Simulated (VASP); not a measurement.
A run of VASP 6.6.1:

INCAR

```
ALGO     = Normal         # electronic algorithm
EDIFF    = 1E-6           # SCF threshold, eV
ENCUT    = 520            # plane-wave cutoff, eV
GGA      = PE             # functional
ISIF     = 2              # what is computed and relaxed
ISMEAR   = 0              # smearing method
LASPH    = T              # aspherical terms in the spheres
LCHARG   = F              # write CHGCAR
LREAL    = F              # projectors in reciprocal space
LWAVE    = F              # write WAVECAR
NBANDS   = 18             # bands
NELM     = 80             # most SCF steps
PREC     = Accurate       # precision mode
SIGMA    = 0.1            # smearing width, eV
```

The input KPOINTS:

```
k-points
0
Gamma
  4 4 4
```

The input POSCAR:

```
BeTe3
1.0
    0.0000000000      3.7320555400      3.7320555400
    3.7320555400      0.0000000000      3.7320555400
    3.7320555400      3.7320555400      0.0000000000
Be Te
1 3
Direct
    0.0000000000      0.0000000000      0.0000000000
    0.2500000000      0.2500000000      0.2500000000
    0.7500000000      0.7500000000      0.7500000000
    0.5000000000      0.5000000000      0.5000000000
```

Potentials or basis: VASP PAW PBE potentials, release 64 (Be, Te).

The run is started by

```console
$ cat potpaw_PBE.64/Be/POTCAR potpaw_PBE.64/Te/POTCAR > POTCAR
$ mpirun -np 1 vasp_std > vasp.out
```

Hardware: 1 thread of AMD EPYC 9R45 96-Core Processor (Zen 5), with other jobs on the host.

Q: Estimate the wall time of this run.

A: Run time: 10 s on 1 thread of AMD EPYC 9R45 96-Core Processor (Zen 5) (shared host), peak memory 0.2 GiB. Counts: scf iterations 12, k points 8.
